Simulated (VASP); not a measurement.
Here is a VASP 6.6.1 calculation.

Contents of INCAR:

```
ALGO = Normal ; EDIFF = 1E-6
ENCUT = 520 ; GGA = PE
ISIF = 2 ; ISMEAR = 0
LASPH = T ; LCHARG = F
LREAL = F ; LWAVE = F
NBANDS = 11 ; NELM = 60
PREC = Accurate ; SIGMA = 0.02
```

Contents of KPOINTS:

```
k-points
0
Gamma
  8 8 8
```

Contents of POSCAR:

```
MgS
1.0
    0.0000000000      2.6148576572      2.6148576572
    2.6148576572      0.0000000000      2.6148576572
    2.6148576572      2.6148576572      0.0000000000
Mg S
1 1
Direct
    0.0000000000      0.0000000000      0.0000000000
    0.5000000000      0.5000000000      0.5000000000
```

Potentials or basis: VASP PAW PBE potentials, release 64 (Mg, S).

Launch:

```sh
$ cat potpaw_PBE.64/Mg/POTCAR potpaw_PBE.64/S/POTCAR > POTCAR
$ mpirun -np 1 vasp_std > vasp.out
```

Problem. Estimate the pressure.

Solution. -0.3 GPa.

Problem. What does it give for the band gap on the k mesh?

Solution. 2.74 eV (least direct gap 3.59 eV).

A k mesh can miss the band edges.
